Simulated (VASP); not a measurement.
Input of a VASP 6.6.1 run:

The input INCAR:

```
SYSTEM = Sr2Cl3
PREC     = Accurate       ! precision mode
ENCUT    = 600            ! plane-wave cutoff, eV
EDIFF    = 1E-6           ! SCF threshold, eV
ISMEAR   = 0              ! smearing method
SIGMA    = 0.1            ! smearing width, eV
LREAL    = .False.        ! projectors in reciprocal space
LASPH    = .True.         ! aspherical terms in the spheres
NELM     = 80             ! most SCF steps
ALGO     = Normal         ! electronic algorithm
ISIF     = 3              ! what is computed and relaxed
LWAVE    = .False.        ! write WAVECAR
LCHARG   = .False.        ! write CHGCAR
GGA      = PE             ! functional
IBRION   = 2              ! ionic algorithm
NSW      = 100            ! ionic steps
EDIFFG   = -0.01          ! ionic threshold
```

Contents of KPOINTS:

```
Automatic mesh
0
Gamma
  12 12 6
  0 0 0
```

File POSCAR:

```
Sr2Cl3
1.0
    5.1262629445      0.0000000000      0.0000000000
   -2.5631314723      4.4394739365      0.0000000000
    0.0000000000      0.0000000000      6.1482074573
Sr Cl
2 3
Direct
    0.3333333333      0.6666666667      0.2287717587
    0.6666666667      0.3333333333      0.7712282413
    0.0000000000      0.0000000000      0.0000000000
    0.3333333333      0.6666666667      0.7188732709
    0.6666666667      0.3333333333      0.2811267291
```

Potentials or basis: VASP PAW PBE potentials, release 64 (Sr_sv, Cl).

Run with:

```console
$ cat potpaw_PBE.64/Sr_sv/POTCAR potpaw_PBE.64/Cl/POTCAR > POTCAR
$ mpirun -np 1 vasp_std > vasp.out
```

**Question.** Predict the relaxed volume.

**Answer.** 28.25 Å³/atom.

**Question.** Predict the space group after relaxing (to 0.1 Å).

**Answer.** P-3m1 (No. 164).

Step by step:
```csv
step,energy change (eV),largest force (eV/Å),pressure (GPa),volume (Å³)
1,0.0000,0.0077,0.29,139.92
2,-0.0012,0.0069,0.06,140.95
3,-0.0012,0.0070,0.01,141.24
```

Caveat: an odd number of electrons without spin polarisation forces a metal; a magnetic or distorted state may lie lower.
